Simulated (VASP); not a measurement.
# HfH2 (I4mm) in VASP: a series of runs, part 2 of 2

VASP 6.6.1. Earlier steps stand in the parts before.

## (3) Single point, PBEsol (all H atoms moved +0.075 Å, as atom 2 along Cartesian [0 0 1])

INCAR reads:

```
SYSTEM = HfH2
PREC = Accurate
ENCUT = 520
EDIFF = 1E-7
ISMEAR = 0
SIGMA = 0.15
LREAL = .FALSE.
LASPH = .TRUE.
NELM = 100
ALGO = Normal
ISIF = 2
LWAVE = .FALSE.
LCHARG = .TRUE.
GGA = PS
LELF = .TRUE.
LVHAR = .TRUE.
NBANDS = 13
```

KPOINTS reads:

```
Automatic mesh
0
G
  20 20 20
  0 0 0
```

POSCAR reads:

```
HfH2
1.0
   -1.7390000000      1.7390000000      2.1805000000
    1.7390000000     -1.7390000000      2.1805000000
    1.7390000000      1.7390000000     -2.1805000000
Hf H
1 2
Direct
    0.0000000000      0.0000000000      0.0000000000
    0.7671978904      0.2671978904      0.5000000000
    0.2671978904      0.7671978904      0.5000000000
```

Potentials or basis: VASP PAW PBE potentials, release 64 (Hf_pv, H).

The run is started by

```console
cat potpaw_PBE.64/Hf_pv/POTCAR potpaw_PBE.64/H/POTCAR > POTCAR
mpirun -np 1 vasp_std > vasp.out
```

OUTCAR:

```text
SYSTEM = HfH2
   PREC = Accurate
   ENCUT = 520
   EDIFF = 1E-7
   ISMEAR = 0
   LREAL = .FALSE.
   LASPH = .TRUE.
   NELM = 100
   ISIF = 2
   GGA = PS

 ion  position               nearest neighbor table
   1  0.000  0.000  0.000-   2 2.01   3 2.01   2 2.01   3 2.01   2 2.09   3 2.09   2 2.09   3 2.09

   2  0.767  0.267  0.500-   1 2.01   1 2.01   1 2.09   1 2.09
   3  0.267  0.767  0.500-   1 2.01   1 2.01   1 2.09   1 2.09

  LATTYP: Found a body centered tetragonal cell.
 ALAT       =     3.4780000000
 C/A-ratio  =     1.2538815411

  Lattice vectors:

[... 567 lines left out ...]
     11      13.4801      0.00000
     12      14.7112      0.00000
     13      17.6872      0.00000

 [... further k-points ...]
[... 5 lines left out ...]
  --------------------------------------------------------------------------------------
  -------------------------------------------------------------------------------------
  Total       -0.8280783     -0.8280783     -1.0480168      0.0000000     -0.0000000      0.0000000
  in kB      -50.2998565    -50.2998565    -63.6595515      0.0000000     -0.0000000      0.0000000
  external PRESSURE =     -54.7530882 kB  Pullay stress =       0.0000000 kB

 VOLUME and BASIS-vectors are now :
 -----------------------------------------------------------------------------
  energy-cutoff  :      520.00
  volume of cell :       26.38
      direct lattice vectors                 reciprocal lattice vectors
    -1.739000000  1.739000000  2.180500000     0.000000000  0.287521564  0.229305205
     1.739000000 -1.739000000  2.180500000     0.287521564  0.000000000  0.229305205
     1.739000000  1.739000000 -2.180500000     0.287521564  0.287521564  0.000000000

 POSITION                                       TOTAL-FORCE (eV/Angst)
 -----------------------------------------------------------------------------------
      0.00000      0.00000      0.00000         0.000000      0.000000      0.681690
     -0.00000      1.73900      1.16525        -0.000000      0.000000     -0.340845
      1.73900     -0.00000      1.16525         0.000000     -0.000000     -0.340845
 -----------------------------------------------------------------------------------
    total drift:                               -0.000000     -0.000000      0.000235

  FREE ENERGIE OF THE ION-ELECTRON SYSTEM (eV)
  ---------------------------------------------------
  free  energy   TOTEN  =       -18.7469026734 eV

  energy  without entropy=      -18.7406736649  energy(sigma->0) =      -18.74378817
```

OSZICAR:

```text
N       E                     dE             d eps       ncg     rms          rms(c)
DAV:   1     0.150225154009E+02    0.15023E+02   -0.64142E+03 16714   0.856E+02
DAV:   2    -0.190586479764E+02   -0.34081E+02   -0.32857E+02 20842   0.180E+02
DAV:   3    -0.198833465605E+02   -0.82470E+00   -0.82040E+00 20574   0.196E+01
DAV:   4    -0.198867860087E+02   -0.34394E-02   -0.34392E-02 19067   0.156E+00
DAV:   5    -0.198868081993E+02   -0.22191E-04   -0.22190E-04 20619   0.107E-01    0.471E+01
DAV:   6    -0.189589536654E+02    0.92785E+00   -0.61200E-01 18071   0.607E+00    0.299E+01
DAV:   7    -0.187870026197E+02    0.17195E+00   -0.82632E-01 18951   0.685E+00    0.517E+00
DAV:   8    -0.187493048262E+02    0.37698E-01   -0.15468E-01 17446   0.316E+00    0.234E+00
DAV:   9    -0.187469376990E+02    0.23671E-02   -0.81805E-03 19341   0.772E-01    0.512E-01
DAV:  10    -0.187469038526E+02    0.33846E-04   -0.89543E-04 20639   0.224E-01    0.237E-01
DAV:  11    -0.187469027125E+02    0.11401E-05   -0.19679E-05 19499   0.390E-02    0.601E-02
DAV:  12    -0.187469026637E+02    0.48846E-07   -0.10729E-06 21113   0.795E-03    0.292E-02
DAV:  13    -0.187469026734E+02   -0.97053E-08   -0.63503E-07 19111   0.637E-03
   1 F= -.18746903E+02 E0= -.18743788E+02  d E =-.622901E-02
```

It took 54 s on 1 thread of Intel Xeon 6975P-C (Granite Rapids), shared host; peak memory 0.32 GiB.

What came out:

```
Free energy            : -18.7469 eV
Pressure               : -5.5 GPa
Largest force          : 0.682 eV/Å
Band gap on the k mesh : zero (band 6 reaches 5.81 eV, above the bottom of band 7 at 4.75 eV)
```

Forces in eV/Å, atoms in the order of the input:
```
Hf   0.000  0.000  0.682
H    0.000  0.000 -0.341
H    0.000  0.000 -0.341
```

Stress tensor (GPa, compression positive):
```
-5.03  0.00  0.00
 0.00 -5.03  0.00
 0.00  0.00 -6.37
```

Caveat: the cell differs from its parent crystal (all H atoms moved +0.075 Å, as atom 2 along Cartesian [0 0 1]); the PAW data sets were made with another functional, which shifts forces and pressure a little; spin-orbit coupling is left out, which moves the levels of the heavy elements.

## (4) Single point, PBEsol (all H atoms moved -0.050 Å, as atom 2 along Cartesian [0 0 1])

INCAR reads:

```
ALGO = Normal
EDIFF = 1E-6
ENCUT = 520
GGA = PS
ISIF = 2
ISMEAR = 0
LASPH = T
LCHARG = T
LELF = T
LREAL = F
LVHAR = T
LWAVE = F
NBANDS = 13
NELM = 100
PREC = Accurate
SIGMA = 0.15
```

KPOINTS reads:

```
k-points
0
Gamma
  20 20 20
```

POSCAR reads:

```
HfH2
1.0
   -1.7390000000      1.7390000000      2.1805000000
    1.7390000000     -1.7390000000      2.1805000000
    1.7390000000      1.7390000000     -2.1805000000
Hf H
1 2
Direct
    0.0000000000      0.0000000000      0.0000000000
    0.7385347397      0.2385347397      0.5000000000
    0.2385347397      0.7385347397      0.5000000000
```

The run is started by

```console
cat potpaw_PBE.64/Hf_pv/POTCAR potpaw_PBE.64/H/POTCAR > POTCAR
mpirun -np 1 vasp_std > vasp.out
```

Wall time 49 s (1 thread of Intel Xeon 6975P-C (Granite Rapids), shared host); peak memory 0.33 GiB.

The run converged. Its results:

```
Free energy            : -18.7611 eV
Pressure               : -5.6 GPa
Largest force          : 0.455 eV/Å
Band gap on the k mesh : zero (band 6 reaches 5.80 eV, above the bottom of band 7 at 4.75 eV)
```

Forces in eV/Å, atoms in the order of the input:
```
Hf   0.000  0.000 -0.455
H    0.000  0.000  0.228
H    0.000  0.000  0.228
```

Stress tensor (GPa, compression positive):
```
-5.19  0.00  0.00
 0.00 -5.19  0.00
 0.00  0.00 -6.33
```

Levels at points of the mesh, in eV from the Fermi level:
| k point | band 2 | band 3 | band 4 | band 5 | band 6 | band 7 | band 8 | band 9 | band 10 | band 11 |
| --- | --- | --- | --- | --- | --- | --- | --- | --- | --- | --- |
| (0.00, 0.00, 0.00) | -30.93 | -30.87 | -11.26 | -1.34 | -0.48 | -0.48 | 0.41 | 1.85 | 3.18 | 11.39 |
| (0.50, 0.00, 0.00) | -31.05 | -30.93 | -8.36 | -5.18 | -0.82 | 0.55 | 3.77 | 4.56 | 4.81 | 6.27 |
| (0.50, 0.50, 0.00) | -31.08 | -31.03 | -6.59 | -5.73 | -4.14 | 3.92 | 4.14 | 5.26 | 6.28 | 7.05 |
| (0.50, 0.50, 0.50) | -31.19 | -31.19 | -7.66 | -4.44 | -3.70 | 4.56 | 4.68 | 4.68 | 5.54 | 5.54 |

Caveat: the cell differs from its parent crystal (all H atoms moved -0.050 Å, as atom 2 along Cartesian [0 0 1]); the PAW data sets were made with another functional, which shifts forces and pressure a little; spin-orbit coupling is left out, which moves the levels of the heavy elements.
